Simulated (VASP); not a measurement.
# Cu (I4/mmm) in VASP: notebook

Cu is run at these levels: PBEsol; tasks: relaxation of cell and atoms.

All numbers are computed with VASP 6.6.1; they aren't measurements. Logs are shortened: lines on timing, memory, paths and dates and some standing lists are left out, and cuts for length are marked.

## Step 1: The cell of the first run

Symmetry: I4/mmm, No. 139, tetragonal system. The conventional cell has a = 2.886 Å, b = 2.886 Å, c = 2.752 Å, α = 90.00°, β = 90.00°, γ = 90.00°. Within 3.2 Å of Cu (site symmetry 4/mmm) lie 14 Cu at 2.46 to 2.89 Å.

## Step 2: Relaxation of cell and atoms, PBEsol

INCAR reads:

```
  PREC = Accurate
  ENCUT = 600
  EDIFF = 1E-6
  ISMEAR = 1
  SIGMA = 0.1
  LREAL = F
  LASPH = T
  NELM = 80
  ALGO = Normal
  ISIF = 3
  LWAVE = F
  LCHARG = F
  GGA = PS
  IBRION = 2
  NSW = 80
  EDIFFG = -0.01
```

KPOINTS reads:

```
regular mesh
0
Gamma
  15 15 15
```

POSCAR reads:

```
Cu
1.0
   -1.4427933200      1.4427933200      1.3760814500
    1.4427933200     -1.4427933200      1.3760814500
    1.4427933200      1.4427933200     -1.3760814500
Cu
1
Direct
    0.0000000000      0.0000000000      0.0000000000
```

Potentials or basis: VASP PAW PBE potentials, release 64 (Cu).

Command:

```bash
cat potpaw_PBE.64/Cu/POTCAR > POTCAR
mpirun -np 1 vasp_std > vasp.out
```

OUTCAR:

```text
PREC = Accurate
   ENCUT = 600
   EDIFF = 1E-6
   ISMEAR = 1
   LREAL = F
   LASPH = T
   NELM = 80
   ISIF = 3
   GGA = PS
   IBRION = 2
   NSW = 80
   EDIFFG = -0.01

 ion  position               nearest neighbor table
   1  0.000  0.000  0.000-

  LATTYP: Found a body centered tetragonal cell.
 ALAT       =     2.8855866400
 C/A-ratio  =     0.9537620052

  Lattice vectors:

 A1 = (  -1.4427933200,   1.4427933200,   1.3760814500)
 A2 = (   1.4427933200,  -1.4427933200,   1.3760814500)
 A3 = (   1.4427933200,   1.4427933200,  -1.3760814500)

Analysis of symmetry for initial positions (statically):
=====================================================================
 Subroutine PRICEL returns:
 Original cell was already a primitive cell.

 Routine SETGRP: Setting up the symmetry group for a
 body centered tetragonal supercell.

 Subroutine GETGRP returns: Found 16 space group operations
 (whereof 16 operations were pure point group operations)
 out of a pool of 16 trial point group operations.

The static configuration has the point symmetry D_4h.

Analysis of symmetry for dynamics (positions and initial velocities):
=====================================================================
 Subroutine PRICEL returns:
 Original cell was already a primitive cell.

 Routine SETGRP: Setting up the symmetry group for a
 body centered tetragonal supercell.

 Subroutine GETGRP returns: Found 16 space group operations
 (whereof 16 operations were pure point group operations)
 out of a pool of 16 trial point group operations.

The dynamic configuration has the point symmetry D_4h.

 Subroutine INISYM returns: Found 16 space group operations
 (whereof 16 operations are pure point group operations),
 and found     1 'primitive' translations

----------------------------------------------------------------------------------------

                                     Primitive cell

  volume of cell :      11.4581

  direct lattice vectors                    reciprocal lattice vectors
    -1.442793320  1.442793320  1.376081450     0.000000000  0.346549983  0.363350585
     1.442793320 -1.442793320  1.376081450     0.346549983  0.000000000  0.363350585
     1.442793320  1.442793320 -1.376081450     0.346549983  0.346549983  0.000000000

  length of vectors
     2.461078074  2.461078074  2.461078074     0.502116060  0.502116060  0.490095685

[... 93 lines left out ...]
   ISMEAR =     1;   SIGMA  =   0.10  broadening in eV -4-tet -1-fermi 0-gaus
   EFERMI_NEDOS =   21; number of points for ismear=-14 and -15
   IALGO  =     38    algorithm
   IMIX   =      4    mixing-type and parameters
     AMIX     =   0.40;   BMIX     =  1.00
     AMIX_MAG =   1.60;   BMIX_MAG =  1.00
  volume/ion in A,a.u.               =      11.46        77.32
  Fermi-wavevector in a.u.,A,eV,Ry     =   1.614984  3.051878 35.486359  2.608174
  Thomas-Fermi vector in A             =   2.709805
   LORBIT       =      0    0 simple, 1 ext, 2 COOP (PROOUT), +10 PAW based schemes
   GGA     = PS    functional components
   LHFCALC =     F    Hartree Fock is set to
   AEXX    =    0.0000 exact exchange contribution
   IVDW    =     0    specifies the selected vdW correction
   LEPSILON=     F    determine dielectric tensor
   LRPA    =     F    only Hartree local field effects (RPA)
 conjugate gradient relaxation of ions
 non-spin polarized calculation
 Methfessel and Paxton  Order N= 1 SIGMA  =   0.10
  energy-cutoff  :      600.00
  volume of cell :       11.46
 maximum number of plane-waves:       402
   NGX =  9   NGY =  9   NGZ =  9

--------------------------------------- Ionic step        1  -------------------------------------------

 number of electron      11.0000000 magnetization

 Free energy of the ion-electron system (eV)
  ---------------------------------------------------
  ext. energy  EPLUGINS =         0.00000000
  ---------------------------------------------------
  free energy    TOTEN  =        -4.27439861 eV

  energy without entropy =       -4.27396004  energy(sigma->0) =       -4.27425242

------------------------ aborting loop because EDIFF is reached ----------------------------------------

  FORCE on cell =-STRESS in cart. coord.  units (eV):
  Direction    XX          YY          ZZ          XY          YZ          ZX
  --------------------------------------------------------------------------------------
  -------------------------------------------------------------------------------------
  Total       -0.0358809     -0.0358809     -0.0628156      0.0000000     -0.0000000      0.0000000
  in kB       -5.0172037     -5.0172037     -8.7834610      0.0000000     -0.0000000      0.0000000
  external PRESSURE =      -6.2726228 kB  Pullay stress =       0.0000000 kB
[... 232 lines left out ...]
--------------------------------------- Ionic step        8  -------------------------------------------

 number of electron      11.0000002 magnetization

 Free energy of the ion-electron system (eV)
  ---------------------------------------------------
  ext. energy  EPLUGINS =         0.00000000
  ---------------------------------------------------
  free energy    TOTEN  =        -4.27454952 eV

  energy without entropy =       -4.27420706  energy(sigma->0) =       -4.27443536

 E-fermi :   7.7666     XC(G=0): -13.1076

 val. band max:        7.7428824152   @ k =  -0.3333   0.4000   0.2000
 cond. band min:       7.7781407561   @ k =  -0.2667   0.4000   0.2000
 fundamental gap:      0.0352583410
 Fermi energy:         7.7666095506

 k-point     1 :       0.0000    0.0000    0.0000
  band No.  band energies     occupation
      1      -1.8177      2.00000
      2       4.4833      2.00000
      3       4.7028      2.00000
      4       4.7028      2.00000
      5       5.5651      2.00000
      6       5.7983      2.00000
      7      32.6535      0.00000
      8      32.6535      0.00000
      9      34.0501      0.00000
[... 265 lines left out ...]
 k-point    24 :       0.2000    0.1333   -0.0000
  band No.  band energies     occupation
      1       1.2724      2.00000
      2       4.1698      2.00000
      3       4.3400      2.00000
      4       5.5077      2.00000
      5       5.8297      2.00000
      6       5.9170      2.00000
      7      21.3555      0.00000
      8      23.5315      0.00000
      9      27.1160      0.00000

 [... further k-points ...]

------------------------ aborting loop because EDIFF is reached ----------------------------------------

  FORCE on cell =-STRESS in cart. coord.  units (eV):
  Direction    XX          YY          ZZ          XY          YZ          ZX
  --------------------------------------------------------------------------------------
  -------------------------------------------------------------------------------------
  Total        0.0069429      0.0069429     -0.0092245      0.0000000      0.0000000     -0.0000000
  in kB        0.9744175      0.9744175     -1.2946236      0.0000000      0.0000000     -0.0000000
  external PRESSURE =       0.2180705 kB  Pullay stress =       0.0000000 kB
[... 16 lines left out ...]
  FREE ENERGIE OF THE ION-ELECTRON SYSTEM (eV)
  ---------------------------------------------------
  free  energy   TOTEN  =        -4.2745495186 eV

  energy  without entropy=       -4.2742070567  energy(sigma->0) =       -4.27443536

 reached required accuracy - stopping structural energy minimisation
```

CONTCAR:

```text
Cu
   1.00000000000000
    -1.4433848717844160    1.4433848717844160    1.3698823725332234
     1.4433848717844160   -1.4433848717844160    1.3698823725332234
     1.4433848717844160    1.4433848717844160   -1.3698823725332234
  Cu
     1
Direct
     0.0000000000000000    0.0000000000000000    0.0000000000000000

  0.00000000E+00  0.00000000E+00  0.00000000E+00
```

It took 2.5 min on 1 thread of Intel Xeon 8259CL, shared host; peak memory 0.17 GiB.

Results:

| Item | Value |
| --- | --- |
| Free energy | -4.2745 eV |
| Relaxed volume | 11.42 Å³/atom |
| Relaxed cell | a = 2.458 Å, b = 2.458 Å, c = 2.458 Å, α = 108.09°, β = 108.09°, γ = 112.27° |
| Space group after relaxing (to 0.1 Å) | I4/mmm (No. 139) |
| Energy gained by relaxing | 0.2 meV/atom |
| Ionic steps | 8 |
| Pressure after relaxing | 0.0 GPa |
| Band gap on the k mesh | zero (an odd number of electrons rules out a gap without spin polarisation) |

Stress tensor (GPa, compression positive):
```
 0.10  0.00  0.00
 0.00  0.10  0.00
 0.00  0.00 -0.13
```

Step by step:
```
step  energy change (eV)  largest force (eV/Å)  pressure (GPa)  volume (Å³)
   1              0.0000                0.0000           -0.63        11.46
   2             -0.0001                0.0000            0.41        11.38
   3             -0.0001                0.0000            0.11        11.41
   4             -0.0001                0.0000            0.01        11.42
   5             -0.0001                0.0000            0.01        11.41
   6             -0.0001                0.0000            0.03        11.41
   7             -0.0001                0.0000            0.03        11.41
   8             -0.0002                0.0000            0.02        11.42
```

Final structure:
```yaml
crystal:
  lattice:
    - [-1.44338, 1.44338, 1.36988]
    - [1.44338, -1.44338, 1.36988]
    - [1.44338, 1.44338, -1.36988]
  atoms:
    - { symbol: Cu, position: [0.00000, 0.00000, 0.00000] }
```

Caveat: the PAW data sets were made with another functional, which shifts forces and pressure a little.

(Continued in part 2 of 3.)

The gap in the log of VASP goes by the Fermi energy; the results here count the filled bands.